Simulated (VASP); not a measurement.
# SiO2 (P6_422) in VASP: a series of runs

SiO2 is run at these levels: LDA; tasks: single point.

Everything below comes from runs of VASP 6.6.1. Logs are shortened: lines on timing, memory, paths and dates and some standing lists are left out, and cuts for length are marked.

## (1) The cell of the first run

The structure is hexagonal, space group P6_422 (No. 181). The conventional cell has a = 4.963 Å, b = 4.963 Å, c = 5.442 Å, α = 90.00°, β = 90.00°, γ = 120.00°. Si (site symmetry 222) has 4 O at 1.58 Å within 2.1 Å. Within 2.1 Å of O (site symmetry 2) lie 2 Si at 1.58 Å.

## (2) Single point, LDA (strain -0.015 along x and y, -0.015 along z)

The input, INCAR:

```
  PREC = Accurate
  ENCUT = 520
  EDIFF = 1E-6
  ISMEAR = 0
  SIGMA = 0.05
  LREAL = False
  LASPH = True
  NELM = 80
  ALGO = Normal
  ISIF = 2
  LWAVE = False
  LCHARG = False
  NBANDS = 34
```

The input, KPOINTS:

```
regular mesh
0
Gamma
  6 6 4
```

The input, POSCAR:

```
SiO2
1.0
    4.9631179144      0.0000000000      0.0000000000
   -2.4815589572      4.2981861959      0.0000000000
    0.0000000000      0.0000000000      5.4419821688
Si O
3 6
Direct
    0.0000000000      0.5000000000      0.3333333333
    0.5000000000      0.5000000000      0.6666666667
    0.5000000000      0.0000000000      0.0000000000
    0.5843949021      0.7921974511      0.8333333333
    0.7921974511      0.5843949021      0.5000000000
    0.7921974511      0.2078025489      0.1666666667
    0.4156050979      0.2078025489      0.8333333333
    0.2078025489      0.4156050979      0.5000000000
    0.2078025489      0.7921974511      0.1666666667
```

Potentials or basis: VASP PAW LDA potentials, release 64 (Si, O).

On the command line:

```console
$ cat potpaw_LDA.64/Si/POTCAR potpaw_LDA.64/O/POTCAR > POTCAR
$ mpirun -np 1 vasp_std > vasp.out
```

OUTCAR:

```text
PREC = Accurate
   ENCUT = 520
   EDIFF = 1E-6
   ISMEAR = 0
   LREAL = False
   LASPH = True
   NELM = 80
   ISIF = 2

 ion  position               nearest neighbor table
   1  0.000  0.500  0.333-   6 1.58   9 1.58   8 1.58   5 1.58   3 3.07   3 3.07   2 3.07   2 3.07

   2  0.500  0.500  0.667-   4 1.58   7 1.58   5 1.58   8 1.58   3 3.07   3 3.07   1 3.07   1 3.07

   3  0.500  0.000  0.000-   4 1.58   7 1.58   6 1.58   9 1.58   1 3.07   2 3.07   2 3.07   1 3.07

   4  0.584  0.792  0.833-   3 1.58   2 1.58
   5  0.792  0.584  0.500-   1 1.58   2 1.58
   6  0.792  0.208  0.167-   1 1.58   3 1.58
   7  0.416  0.208  0.833-   3 1.58   2 1.58
   8  0.208  0.416  0.500-   1 1.58   2 1.58
   9  0.208  0.792  0.167-   1 1.58   3 1.58

  LATTYP: Found a hexagonal cell.
 ALAT       =     4.9631179144
 C/A-ratio  =     1.0964845612

  Lattice vectors:

 A1 = (   4.9631179144,   0.0000000000,   0.0000000000)
 A2 = (  -2.4815589572,   4.2981861959,   0.0000000000)
 A3 = (   0.0000000000,   0.0000000000,   5.4419821688)

Analysis of symmetry for initial positions (statically):
=====================================================================
 Subroutine PRICEL returns:
 Original cell was already a primitive cell.

 Routine SETGRP: Setting up the symmetry group for a
 hexagonal supercell.

 Subroutine GETGRP returns: Found 12 space group operations
 (whereof  4 operations were pure point group operations)
 out of a pool of 24 trial point group operations.

The static configuration has the point symmetry D_2 .
 The point group associated with its full space group is D_6 .

Analysis of symmetry for dynamics (positions and initial velocities):
=====================================================================
 Subroutine PRICEL returns:
 Original cell was already a primitive cell.

 Routine SETGRP: Setting up the symmetry group for a
 hexagonal supercell.

 Subroutine GETGRP returns: Found 12 space group operations
 (whereof  4 operations were pure point group operations)
 out of a pool of 24 trial point group operations.

The dynamic configuration has the point symmetry D_2 .
 The point group associated with its full space group is D_6 .

 Subroutine INISYM returns: Found 12 space group operations
 (whereof  4 operations are pure point group operations),
 and found     1 'primitive' translations

----------------------------------------------------------------------------------------

                                     Primitive cell

  volume of cell :     116.0906

  direct lattice vectors                    reciprocal lattice vectors
     4.963117914  0.000000000  0.000000000     0.201486247  0.116328139  0.000000000
    -2.481558957  4.298186196  0.000000000     0.000000000  0.232656277  0.000000000
     0.000000000  0.000000000  5.441982169     0.000000000  0.000000000  0.183756574

  length of vectors
     4.963117914  4.963117914  5.441982169     0.232656277  0.232656277  0.183756574

  position of ions in fractional coordinates (direct lattice)
     0.000000000  0.500000000  0.333333333
     0.500000000  0.500000000  0.666666667
     0.500000000  0.000000000  0.000000000
     0.584394902  0.792197451  0.833333333
     0.792197451  0.584394902  0.500000000
     0.792197451  0.207802549  0.166666667
     0.415605098  0.207802549  0.833333333
     0.207802549  0.415605098  0.500000000
     0.207802549  0.792197451  0.166666667

  ion indices of the primitive-cell ions
   primitive index   ion index
                 1           1
                 2           2
                 3           3
                 4           4
                 5           5
                 6           6
                 7           7
                 8           8
                 9           9

----------------------------------------------------------------------------------------

 KPOINTS: regular mesh

Automatic generation of k-mesh.
 Grid dimensions read from file:
 generate k-points for:    6    6    4

 Generating k-lattice:

  Cartesian coordinates                     Fractional coordinates (reciprocal lattice)
     0.033581041  0.019388023  0.000000000     0.166666667  0.000000000  0.000000000
     0.000000000  0.038776046  0.000000000     0.000000000  0.166666667  0.000000000
     0.000000000  0.000000000  0.045939144     0.000000000  0.000000000  0.250000000

  Length of vectors
     0.038776046  0.038776046  0.045939144

  Shift w.r.t. Gamma in fractional coordinates (k-lattice)
     0.000000000  0.000000000  0.000000000

 Subroutine IBZKPT returns following result:
 ===========================================

 Found     21 irreducible k-points:

 Following reciprocal coordinates:
            Coordinates               Weight
  0.000000  0.000000  0.000000      1.000000
  0.166667  0.000000  0.000000      6.000000
  0.333333  0.000000  0.000000      6.000000
  0.500000  0.000000  0.000000      3.000000
  0.166667  0.166667  0.000000      6.000000
  0.333333  0.166667  0.000000     12.000000
[... 13 lines left out ...]
  0.333333  0.166667  0.500000     12.000000
  0.333333  0.333333  0.500000      2.000000
   k-points           NKPTS =     21   k-points in BZ     NKDIM =     21   number of bands    NBANDS=     34
   number of dos      NEDOS =    301   number of ions     NIONS =      9
   total plane-waves  NPLWV =  64000
   dimension x,y,z NGX =    40 NGY =   40 NGZ =   40
   dimension x,y,z NGXF=    80 NGYF=   80 NGZF=   80
   ions per type =               3   6
   NGX,Y,Z   is equivalent  to a cutoff of  13.40, 13.40, 12.22 a.u.
   NGXF,Y,Z  is equivalent  to a cutoff of  26.80, 26.80, 24.44 a.u.
 SYSTEM =  unknown system
   PREC   = accura    normal or accurate (medium, high low for compatibility)
   ISTART =      0    job   : 0-new  1-cont  2-samecut
   ICHARG =      2    charge: 1-file 2-atom 10-const
   ISPIN  =      1    spin polarized calculation?
   LNONCOLLINEAR =      F non collinear calculations
   LSORBIT =      F    spin-orbit coupling
   LASPH  =      T    aspherical Exc in radial PAW
   ENCUT  =  520.0 eV  38.22 Ry    6.18 a.u.   9.23  9.23 10.12*2*pi/ulx,y,z
   NELM   =     80;   NELMIN=  2; NELMDL= -5     # of ELM steps
   EDIFF  = 0.1E-05   stopping-criterion for ELM
   LREAL  =      F    real-space projection
   EDIFFG = 0.1E-04   stopping-criterion for IOM
   NSW    =      0    number of steps for IOM
   IBRION =     -1    ionic relax: 0-MD 1-quasi-New 2-CG
   NFREE  =      0    steps in history (QN), initial steepest desc. (CG)
   ISIF   =      2    stress and relaxation
   ISYM   =      2    0-nonsym 1-usesym 2-fastsym
   POTIM  = 0.5000    time-step for ionic-motion
   TEBEG  =    0.0;   TEEND  =   0.0 temperature during run
   PSTRESS=    0.0 pullay stress
   NELECT =      48.0000    total number of electrons
   NUPDOWN=      -1.0000    fix difference up-down
   EMIN   =  10.00;   EMAX   =-10.00  energy-range for DOS
   EFERMI =   0.00;   METHOD = LEGACY
   ISMEAR =     0;   SIGMA  =   0.05  broadening in eV -4-tet -1-fermi 0-gaus
   EFERMI_NEDOS =   21; number of points for ismear=-14 and -15
   IALGO  =     38    algorithm
   IMIX   =      4    mixing-type and parameters
     AMIX     =   0.40;   BMIX     =  1.00
     AMIX_MAG =   1.60;   BMIX_MAG =  1.00
  volume/ion in A,a.u.               =      12.90        87.05
  Fermi-wavevector in a.u.,A,eV,Ry     =   1.219615  2.304739 20.238148  1.487462
  Thomas-Fermi vector in A             =   2.354861
   LORBIT       =      0    0 simple, 1 ext, 2 COOP (PROOUT), +10 PAW based schemes
   GGA     = CA    functional components
   LHFCALC =     F    Hartree Fock is set to
   AEXX    =    0.0000 exact exchange contribution
   IVDW    =     0    specifies the selected vdW correction
   LEPSILON=     F    determine dielectric tensor
   LRPA    =     F    only Hartree local field effects (RPA)
 non-spin polarized calculation
 Gauss-broadening in eV      SIGMA  =   0.05
  energy-cutoff  :      520.00
  volume of cell :      116.09
 maximum number of plane-waves:      3147
 NGX is ok and might be reduce to    40
   NGX = 19   NGY = 19   NGZ = 21

 number of electron      47.9999997 magnetization

 Free energy of the ion-electron system (eV)
  ---------------------------------------------------
  ext. energy  EPLUGINS =         0.00000000
  ---------------------------------------------------
  free energy    TOTEN  =       -77.62993830 eV

  energy without entropy =      -77.62993830  energy(sigma->0) =      -77.62993830

 E-fermi :   0.9118     XC(G=0):  -9.5547

 val. band max:        0.7007609130   @ k =   0.5000   0.0000   0.0000
 cond. band min:       6.3908142214   @ k =   0.0000   0.0000   0.0000
 fundamental gap:      5.6900533084
 Fermi energy:         0.9117673883

 k-point     1 :       0.0000    0.0000    0.0000
  band No.  band energies     occupation
      1     -18.7891      2.00000
      2     -17.1777      2.00000
      3     -17.1777      2.00000
      4     -16.4964      2.00000
      5     -16.4471      2.00000
      6     -16.4471      2.00000
[... 26 lines left out ...]
     33      14.1303      0.00000
     34      14.2776      0.00000

 k-point     2 :       0.1667    0.0000    0.0000
  band No.  band energies     occupation
      1     -18.7075      2.00000
      2     -17.2905      2.00000
      3     -17.1710      2.00000
      4     -16.4966      2.00000
      5     -16.4597      2.00000
      6     -16.4551      2.00000
[... 26 lines left out ...]
     33      13.8830      0.00000
     34      14.1341      0.00000
[... 664 lines left out ...]
     33      12.1917      0.00000
     34      12.2644      0.00000

 k-point    21 :       0.3333    0.3333    0.5000
  band No.  band energies     occupation
      1     -18.2310      2.00000
      2     -17.5228      2.00000
      3     -17.5228      2.00000
      4     -16.5157      2.00000
      5     -16.4873      2.00000
      6     -16.4873      2.00000
[... 26 lines left out ...]
     33      12.1675      0.00000
     34      12.2117      0.00000

------------------------ aborting loop because EDIFF is reached ----------------------------------------

  FORCE on cell =-STRESS in cart. coord.  units (eV):
  Direction    XX          YY          ZZ          XY          YZ          ZX
  --------------------------------------------------------------------------------------
  -------------------------------------------------------------------------------------
  Total        7.2330674      7.2330674      7.3427714     -0.0000000      0.0000000      0.0000000
  in kB       99.8242744     99.8242744    101.3383106     -0.0000000      0.0000000      0.0000000
  external PRESSURE =     100.3289531 kB  Pullay stress =       0.0000000 kB

 VOLUME and BASIS-vectors are now :
 -----------------------------------------------------------------------------
  energy-cutoff  :      520.00
  volume of cell :      116.09
      direct lattice vectors                 reciprocal lattice vectors
     4.963117914  0.000000000  0.000000000     0.201486247  0.116328139  0.000000000
    -2.481558957  4.298186196  0.000000000     0.000000000  0.232656277  0.000000000
     0.000000000  0.000000000  5.441982169     0.000000000  0.000000000  0.183756574

 POSITION                                       TOTAL-FORCE (eV/Angst)
 -----------------------------------------------------------------------------------
     -1.24078      2.14909      1.81399         0.000000     -0.000000     -0.000000
      1.24078      2.14909      3.62799         0.000000     -0.000000     -0.000000
      2.48156      0.00000      0.00000         0.000000     -0.000000     -0.000000
      0.93454      3.40501      4.53499         0.344610      0.198961     -0.000000
      2.48156      2.51184      2.72099         0.000000      0.397921     -0.000000
      3.41610      0.89317      0.90700         0.344610     -0.198961      0.000000
      1.54702      0.89317      4.53499        -0.344610     -0.198961     -0.000000
     -0.00000      1.78635      2.72099         0.000000     -0.397921     -0.000000
     -0.93454      3.40501      0.90700        -0.344610      0.198961      0.000000
 -----------------------------------------------------------------------------------
    total drift:                               -0.000000     -0.000000     -0.000001

  FREE ENERGIE OF THE ION-ELECTRON SYSTEM (eV)
  ---------------------------------------------------
  free  energy   TOTEN  =       -77.6299382963 eV

  energy  without entropy=      -77.6299382963  energy(sigma->0) =      -77.62993830
```

Run time: 74 s. Hardware: 1 thread of AMD EPYC 9R45 (Zen 5), shared host; peak memory 0.19 GiB.

What came out:

| Property | Result |
| --- | --- |
| Free energy | -77.6299 eV |
| Pressure | 10.0 GPa |
| Largest force | 0.398 eV/Å |
| Band gap on the k mesh | 5.69 eV, indirect (least direct gap 5.89 eV) |

Forces in eV/Å, atoms in the order of the input:
```
Si   0.000  0.000  0.000
Si   0.000  0.000  0.000
Si   0.000  0.000  0.000
O    0.345  0.199  0.000
O    0.000  0.398  0.000
O    0.345 -0.199  0.000
O   -0.345 -0.199  0.000
O    0.000 -0.398  0.000
O   -0.345  0.199  0.000
```

Stress tensor (GPa, compression positive):
```
 9.98  0.00  0.00
 0.00  9.98  0.00
 0.00  0.00 10.13
```

Caveat: the cell differs from its parent crystal (strain -0.015 along x and y, -0.015 along z).

(Continued in part 2 of 2.)
